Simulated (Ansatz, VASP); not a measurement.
SrOs: VASP beside Ansatz

Contents of INCAR:

```
SYSTEM = SrOs
PREC = Accurate
ENCUT = 520
EDIFF = 1E-6
ISMEAR = 0
SIGMA = 0.05
LREAL = .FALSE.
LASPH = .TRUE.
NELM = 60
ALGO = Normal
ISIF = 2
LWAVE = .FALSE.
LCHARG = .TRUE.
GGA = PE
LELF = .TRUE.
LVHAR = .TRUE.
NBANDS = 16
```

The input KPOINTS:

```
regular mesh
0
G
  10 10 10
  0 0 0
```

POSCAR

```
SrOs
1.0
    3.5762029497      0.0000000000      0.0000000000
    0.0000000000      3.5762029497      0.0000000000
    0.0000000000      0.0000000000      3.5762029497
Sr Os
1 1
Direct
    0.0000000000      0.0000000000      0.0000000000
    0.5000000000      0.5000000000      0.5000000000
```

Input for Ansatz:

```yaml
crystal:
  lattice:
    - [3.5762029497, 0.0, 0.0]
    - [0.0, 3.5762029497, 0.0]
    - [0.0, 0.0, 3.5762029497]
  atoms:
    - { symbol: Sr, position: [0.0, 0.0, 0.0] }
    - { symbol: Os, position: [0.5, 0.5, 0.5] }
basis:
  ecutwfc: 420
  ecutrho_ratio: 4
kpoints:
  mp_grid: { grid: [10, 10, 10] }
hamiltonian:
  xc: pbe
scf:
  occupations: { method: gaussian, width: 0.05 }
output:
  forces: true
  stress: true
  eigenvalues: true
```

Alike in both runs: task single point; functional PBE; k mesh 10 × 10 × 10; occupations gaussian, width 0.05 eV; no spin polarisation.

|  | VASP | Ansatz |
| --- | --- | --- |
| version | VASP 6.6.1 | Ansatz 0.2.0 |
| potentials or method | VASP PAW PBE potentials, release 64 (Sr_sv, Os), cutoff 520 eV | scalar-relativistic, plane waves, PAW |
| valence electrons in the cell | 18 | 26 |

Ansatz gave:

| Quantity | Value |
| --- | --- |
| gap on the k mesh at the Fermi level (eV) | none |
| pressure (GPa) | 1.3 |

Problem. What did VASP give for the same quantities?

Solution. gap on the k mesh at the Fermi level (eV): none; pressure (GPa): 1.7.

A gap of «none» marks a metal or a gap that the smearing closes. VASP's potentials hold 18 valence electrons a cell and Ansatz's 26, so a difference there can come from the potentials and not from the codes.

Neither program's run includes spin-orbit coupling.
